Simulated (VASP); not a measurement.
Here is a VASP 6.6.1 calculation.

The input INCAR:

```
SYSTEM = Mg7CuO8
  ALGO = Normal
  EDIFF = 1E-6
  ENCUT = 520
  GGA = PE
  ISIF = 2
  ISMEAR = -1
  ISPIN = 2
  LASPH = .TRUE.
  LCHARG = .TRUE.
  LELF = .TRUE.
  LMAXMIX = 4
  LORBIT = 11
  LREAL = Auto
  LVHAR = .TRUE.
  LWAVE = .FALSE.
  MAGMOM = 0 0 0 0 0 0 0 1 0 0 0 0 0 0 0 0
  NBANDS = 54
  NELM = 150
  PREC = Accurate
  SIGMA = 0.01
```

KPOINTS

```
k-points
0
G
  2 2 2
  0 0 0
```

POSCAR

```
Mg7CuO8
1.0
    0.0000000000      4.3554000000      4.3554000000
    4.3554000000      0.0000000000      4.3554000000
    4.3554000000      4.3554000000      0.0000000000
Mg Cu O
7 1 8
Direct
    0.0000000000      0.0000000000      0.0000000000
    0.0000000000      0.0000000000      0.5000000000
    0.0000000000      0.5000000000      0.0000000000
    0.0000000000      0.5000000000      0.5000000000
    0.5000000000      0.0000000000      0.5000000000
    0.5000000000      0.5000000000      0.0000000000
    0.5000000000      0.5000000000      0.5000000000
    0.5000000000      0.0000000000      0.0000000000
    0.2500000000      0.2500000000      0.2500000000
    0.2500000000      0.2500000000      0.7500000000
    0.2500000000      0.7500000000      0.2500000000
    0.2500000000      0.7500000000      0.7500000000
    0.7500000000      0.2500000000      0.2500000000
    0.7500000000      0.2500000000      0.7500000000
    0.7500000000      0.7500000000      0.2500000000
    0.7500000000      0.7500000000      0.7500000000
```

Potentials or basis: VASP PAW PBE potentials, release 64 (Mg, Cu, O).

The run is started by

```bash
$ cat potpaw_PBE.64/Mg/POTCAR potpaw_PBE.64/Cu/POTCAR potpaw_PBE.64/O/POTCAR > POTCAR
$ mpirun -np 1 vasp_std > vasp.out
```

Problem. What does it give for the band gap on the k mesh?

Solution. Zero (filled and empty bands overlap).

Problem. What does it give for the pressure?

Solution. -9.5 GPa.

Problem. Estimate the largest force.

Solution. 0.414 eV/Å.

Problem. Estimate the site moments.

Solution. Mg -0.00, +0.00; Cu +0.59; O +0.06, -0.00 μB.

Forces in eV/Å, atoms in the order of the input:
```
Mg   0.000  0.000  0.000
Mg   0.000  0.000  0.000
Mg   0.000  0.000  0.000
Mg   0.000  0.000  0.000
Mg   0.000  0.000  0.000
Mg   0.000  0.000  0.000
Mg   0.000  0.000  0.000
Cu   0.000  0.000  0.000
O    0.414  0.000  0.000
O    0.000 -0.414  0.000
O    0.000  0.000 -0.414
O    0.000  0.000  0.000
O    0.000  0.000  0.000
O    0.000  0.000  0.414
O    0.000  0.414  0.000
O   -0.414  0.000  0.000
```

Caveat: the k points lie up to 0.62 Å⁻¹ apart; semilocal functionals often make such compounds metallic where correlation or magnetic order opens a gap, which also shifts bond lengths. With open d or f shells a metallic result of PBE can be an artefact of self-interaction; +U or a hybrid may open a gap.
